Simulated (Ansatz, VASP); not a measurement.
Given: the input of a run of VASP 6.6.1 on GaSb3.

Contents of INCAR:

```
ALGO = Normal
EDIFF = 1E-6
ENCUT = 520
GGA = PE
ISIF = 2
ISMEAR = -1
LASPH = T
LCHARG = F
LREAL = F
LWAVE = F
NBANDS = 22
NELM = 80
PREC = Accurate
SIGMA = 0.05
```

The input KPOINTS:

```
k-points
0
Gamma
  4 4 4
```

Contents of POSCAR:

```
GaSb3
1.0
    0.0000000000      3.7305950000      3.7305950000
    3.7305950000      0.0000000000      3.7305950000
    3.7305950000      3.7305950000      0.0000000000
Sb Ga
3 1
Direct
    0.5000000000      0.5000000000      0.5000000000
    0.7500000000      0.7500000000      0.7500000000
    0.2500000000      0.2500000000      0.2500000000
    0.0000000000      0.0000000000      0.0000000000
```

Potentials or basis: VASP PAW PBE potentials, release 64 (Sb, Ga_d).

The run is started by

```sh
$ cat potpaw_PBE.64/Sb/POTCAR potpaw_PBE.64/Ga_d/POTCAR > POTCAR
$ mpirun -np 1 vasp_std > vasp.out
```

Task: Set up the same calculation for Ansatz 0.2.0. Potentials there: Ansatz PAW.

Result: As run (the cutoff follows the program's own potentials):

File input.yaml:

```yaml
crystal:
  lattice:
    - [0.0, 3.730595, 3.730595]
    - [3.730595, 0.0, 3.730595]
    - [3.730595, 3.730595, 0.0]
  atoms:
    - { symbol: Sb, position: [0.5, 0.5, 0.5] }
    - { symbol: Sb, position: [0.75, 0.75, 0.75] }
    - { symbol: Sb, position: [0.25, 0.25, 0.25] }
    - { symbol: Ga, position: [0.0, 0.0, 0.0] }
hamiltonian:
  xc: pbe
  pseudopotentials: { kind: paw }
kpoints:
  mp_grid: { grid: [4, 4, 4] }
scf:
  occupations: { method: fermi_dirac, width: 0.05 }
output:
  forces: true
  stress: true
  eigenvalues: true
```

Potentials or basis: Ansatz PAW.

Launch:

```console
$ ansatz run input.yaml --threads 2 --pin off --max-ram 5632MiB --backend cpu --events-out ev --progress --plain --runs-dir out
```

Both were run:

|  | VASP | Ansatz | Ansatz less VASP |
| --- | --- | --- | --- |
| gap on the k mesh at the Fermi level (eV) | none | none | - |
| pressure (GPa) | -2.4 | -2.3 | +0.13 |

A gap of «none» marks a metal or a gap that the smearing closes. VASP's potentials hold 28 valence electrons a cell and Ansatz's 58, so a difference there can come from the potentials and not from the codes.

The k mesh is coarse, so the values compare programs but aren't converged. Neither program's run includes spin-orbit coupling.
